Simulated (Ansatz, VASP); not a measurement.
Two plane-wave programs on SiN

```
Si N
1.0
    -1.54985    1.54985    2.41236
     1.54985   -1.54985    2.41236
     1.54985    1.54985   -2.41236
Si N
1 1
Direct
  0.00000 0.00000 0.00000
  0.42800 0.42800 0.00000
```

Change from the starting cell: species swapped into the SnP type (I4mm, No. 107).

Alike in both runs: task single point; functional PBE; k mesh 8 × 8 × 8; occupations gaussian, width 0.1 eV; collinear spin.

|  | VASP | Ansatz |
| --- | --- | --- |
| version | VASP 6.6.1 | Ansatz 0.2.0 |
| potentials or method | VASP PAW PBE potentials, release 64 (Si, N), cutoff 520 eV | scalar-relativistic, plane waves, PAW |
| valence electrons in the cell | 9 | 9 |

|  | VASP | Ansatz | Ansatz less VASP |
| --- | --- | --- | --- |
| gap on the k mesh at the Fermi level (eV) | none | none | - |
| pressure (GPa) | -21.3 | -21.3 | +0.03 |
| traceless stress, the component that is largest in VASP (GPa) | 1.62 | 1.60 | -0.015 |
| rms of the force components (eV/Å) | 0.547 | 0.547 | -0.0004 |
| net moment per atom (μB) | 0.00 | 0.00 | 0.000 |

Atom by atom the forces differ by 0.000 eV/Å (rms over components). A gap of «none» marks a metal or a gap that the smearing closes. Ansatz's warnings: seeded moment not kept.
